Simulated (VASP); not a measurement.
A run of VASP 6.6.1 is set up as follows.

POSCAR

```
GaAs
1.0
    0.0000000000      2.9313911777      2.9313911777
    2.9313911777      0.0000000000      2.9313911777
    2.9313911777      2.9313911777      0.0000000000
Ga As
1 1
Direct
    0.0000000000      0.0000000000      0.0000000000
    0.2500000000      0.2500000000      0.2500000000
```

INCAR.step1

```
SYSTEM = GaAs
PREC = Accurate ; ENCUT = 560
ISMEAR = -1 ; SIGMA = 0.02
LREAL = .FALSE. ; LASPH = .TRUE.
NELM = 120 ; NBANDS = 21
GGA = PE ; ALGO = Normal
EDIFF = 1E-5 ; LWAVE = .TRUE.
LCHARG = .FALSE. ; GGA_COMPAT = .FALSE.
```

The input INCAR.step2:

```
SYSTEM = GaAs
PREC = Accurate ; ENCUT = 560
EDIFF = 1E-6 ; ISMEAR = -1
SIGMA = 0.02 ; LREAL = .FALSE.
LASPH = .TRUE. ; NELM = 120
ALGO = Normal ; ISIF = 2
LWAVE = .FALSE. ; LCHARG = .FALSE.
METAGGA = R2SCAN ; LMIXTAU = .TRUE.
NBANDS = 21 ; ISTART = 1
GGA_COMPAT = .FALSE.
```

Contents of KPOINTS:

```
Automatic mesh
0
G
  8 8 8
  0 0 0
```

Potentials or basis: VASP PAW PBE potentials, release 64 (Ga_d, As_d).

Command:

```bash
$ cat potpaw_PBE.64/Ga_d/POTCAR potpaw_PBE.64/As_d/POTCAR > POTCAR
$ cp INCAR.step1 INCAR
$ mpirun -np 1 vasp_std > vasp.out
$ cp INCAR.step2 INCAR
$ mpirun -np 1 vasp_std > vasp.out
```

Problem. What does it give for the band gap on the k mesh?

Solution. 0.14 eV.

Problem. What does it give for the pressure?

Solution. -5.8 GPa.

Caveat: the cell differs from its parent crystal (strain +3.5%); the cell stands under tension; semilocal functionals underestimate gaps, and a narrow one can read as zero; the PAW data sets were made with another functional, which shifts forces and pressure a little.
